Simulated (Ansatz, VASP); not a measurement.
# Two plane-wave programs on MnSb2

The input INCAR:

```
ALGO = Normal ; EDIFF = 1E-6
ENCUT = 520 ; GGA = PE
ISIF = 2 ; ISMEAR = 0
ISPIN = 2 ; LASPH = T
LCHARG = F ; LMAXMIX = 4
LORBIT = 11 ; LREAL = F
LWAVE = F ; MAGMOM = 4 4 0 0 0 0
NBANDS = 36 ; NELM = 150
PREC = Accurate ; SIGMA = 0.1
```

Contents of KPOINTS:

```
k-points
0
Gamma
  4 4 4
```

POSCAR

```
MnSb2
1.0
    5.3756141117      0.0000000000      0.0000000000
    0.0000000000      5.3756141117      0.0000000000
    0.0000000000      0.0000000000      5.3756141117
Mn Sb
2 4
Direct
    0.0000000000      0.0000000000      0.0000000000
    0.5000000000      0.5000000000      0.5000000000
    0.2500000000      0.2500000000      0.2500000000
    0.2500000000      0.7500000000      0.7500000000
    0.7500000000      0.7500000000      0.2500000000
    0.7500000000      0.2500000000      0.7500000000
```

Input for Ansatz:

```yaml
crystal:
  lattice:
    - [5.3756141117, 0.0, 0.0]
    - [0.0, 5.3756141117, 0.0]
    - [0.0, 0.0, 5.3756141117]
  atoms:
    - { symbol: Mn, position: [0.0, 0.0, 0.0], spin: 4.0 }
    - { symbol: Mn, position: [0.5, 0.5, 0.5], spin: 4.0 }
    - { symbol: Sb, position: [0.25, 0.25, 0.25] }
    - { symbol: Sb, position: [0.25, 0.75, 0.75] }
    - { symbol: Sb, position: [0.75, 0.75, 0.25] }
    - { symbol: Sb, position: [0.75, 0.25, 0.75] }
basis:
  ecutwfc: 420
kpoints:
  mp_grid: { grid: [4, 4, 4] }
hamiltonian:
  xc: pbe
scf:
  occupations: { method: gaussian, width: 0.1 }
  lower_state_search: "off"
output:
  forces: true
  stress: true
  eigenvalues: true
  populations: true
magnetization:
  spin_polarized: true
```

Alike in both runs: task single point; functional PBE; k mesh 4 × 4 × 4; occupations gaussian, width 0.1 eV; collinear spin.

|  | VASP | Ansatz |
| --- | --- | --- |
| version | VASP 6.6.1 | Ansatz 0.2.0 |
| potentials or method | VASP PAW PBE potentials, release 64 (Mn_pv, Sb), cutoff 520 eV | scalar-relativistic, plane waves, PAW |
| valence electrons in the cell | 46 | 90 |

|  | VASP | Ansatz | Ansatz less VASP |
| --- | --- | --- | --- |
| gap on the k mesh at the Fermi level (eV) | none | none | - |
| pressure (GPa) | 6.8 | 7.3 | +0.53 |
| net moment per atom (μB) | 0.28 | 0.29 | +0.001 |
| size of the moment on the site where the two differ most (μB) | 1.04 | 0.99 | -0.055 |

Site moments also hang on the region over which each program counts them. A gap of «none» marks a metal or a gap that the smearing closes. VASP's potentials hold 46 valence electrons a cell and Ansatz's 90, so a difference there can come from the potentials and not from the codes.

Neither program's run includes spin-orbit coupling.
